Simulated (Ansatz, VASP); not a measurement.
## NbCd3 in VASP and in Ansatz

```
Nb Cd
1.0
     4.18671    0.00000    0.00000
     0.00000    4.18671    0.00000
     0.00000    0.00000    4.18671
Nb Cd
1 3
Cartesian
  0.0000 0.0000 0.0000
  0.0000 2.0934 2.0934
  2.0934 0.0000 2.0934
  2.0934 2.0934 0.0000
```

Change from the starting cell: volume scaled by 0.98, crystal datasets.

Alike in both runs: task electric field gradients; functional LDA; k mesh 9 × 9 × 9; occupations fermi-dirac, width 0.08 eV; no spin polarisation.

|  | VASP | Ansatz |
| --- | --- | --- |
| version | VASP 6.6.1 | Ansatz 0.2.0 |
| potentials or method | VASP PAW LDA potentials, release 64 (Nb_sv, Cd), cutoff 520 eV | all-electron PAW with datasets made for the crystal, scalar-relativistic |

|  | VASP | Ansatz | Ansatz less VASP |
| --- | --- | --- | --- |
| pressure (GPa) | 0.7 | -0.2 | -0.92 |
| size of Vzz on the site where it differs most (V/Å²) | 115.2 | 119.5 | +4.26 |

LDA's correlation is that of Perdew and Zunger in VASP and of Perdew and Wang (1992) in Ansatz. Ansatz ran all-electron here, and VASP with PAW potentials.
